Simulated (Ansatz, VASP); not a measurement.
# Ta2SiO3: VASP beside Ansatz

```
Ta Si O
1.0
     2.71710    0.00000    0.00000
     0.00000    2.71710    0.00000
     0.00000    0.00000   13.39356
Ta Si O
2 1 3
Direct
  0.50000 0.50000 0.39257
  0.50000 0.50000 0.60743
  0.50000 0.50000 0.00000
  0.00000 0.00000 0.68266
  0.00000 0.00000 0.31734
  0.00000 0.00000 0.50000
```

Change from the starting cell: species swapped into the Li3Tl2Cd type (P4/mmm, No. 123).

Alike in both runs: functional PBE; k mesh 14 × 14 × 4; occupations gaussian, width 0.1 eV; no spin polarisation.

Ansatz relaxed the structure, and its values are those at the end. VASP's run is a single point on that final structure, the one shown.

|  | VASP | Ansatz |
| --- | --- | --- |
| version | VASP 6.6.1 | Ansatz 0.2.0 |
| potentials or method | VASP PAW PBE potentials, release 64 (Ta_pv, Si, O), cutoff 520 eV | scalar-relativistic, plane waves, PAW |
| valence electrons in the cell | 44 | 48 |

|  | VASP | Ansatz | Ansatz less VASP |
| --- | --- | --- | --- |
| gap on the k mesh at the Fermi level (eV) | none | none | - |
| pressure (GPa) | 0.5 | 0.0 | -0.46 |
| rms of the force components (eV/Å) | 0.019 | 0.000 | -0.0184 |

A gap of «none» marks a metal or a gap that the smearing closes. The functional is the same, so the differences come from potentials, cutoffs and numerics. VASP's potentials hold 44 valence electrons a cell and Ansatz's 48, so a difference there can come from the potentials and not from the codes.

Neither program's run includes spin-orbit coupling.
